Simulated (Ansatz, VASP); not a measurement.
# HfO2: VASP beside Ansatz

```
Hf O
1.0
     3.57669    0.00000    0.00000
     0.00000    3.57669    0.00000
     0.00000    0.00000    5.20222
Hf O
2 4
Direct
  0.50000 0.50000 0.50000
  0.00000 0.00000 0.00000
  0.00000 0.50000 0.69621
  0.50000 0.00000 0.80379
  0.50000 0.00000 0.30379
  0.00000 0.50000 0.19621
```

Alike in both runs: task single point; functional PBEsol; k mesh 6 × 6 × 4; no spin polarisation.

|  | VASP | Ansatz |
| --- | --- | --- |
| version | VASP 6.6.1 | Ansatz 0.2.0 |
| potentials or method | VASP PAW PBE potentials, release 64 (Hf_pv, O) | plane waves, PAW |
| plane-wave cutoff (eV) | 520 | 420 |
| occupations | gaussian, width 0.01 eV | fixed |
| valence electrons in the cell | 44 | 76 |

VASP gave:

| Item | Value |
| --- | --- |
| gap on the k mesh at the Fermi level (eV) | 4.59 |
| pressure (GPa) | -5.1 |
| traceless stress, the component that is largest in VASP (GPa) | -0.03 |
| rms of the force components (eV/Å) | 0.002 |

**Question.** What did Ansatz give for the same quantities?

**Answer.** gap on the k mesh at the Fermi level (eV): 4.60; pressure (GPa): -2.0; traceless stress, the component that is largest in VASP (GPa): -0.08; rms of the force components (eV/Å): 0.014.

VASP's potentials were made for PBE, not for PBEsol. Atom by atom the forces differ by 0.015 eV/Å (rms over components). VASP's potentials hold 44 valence electrons a cell and Ansatz's 76, so a difference there can come from the potentials and not from the codes.

Spin-orbit coupling is off throughout.
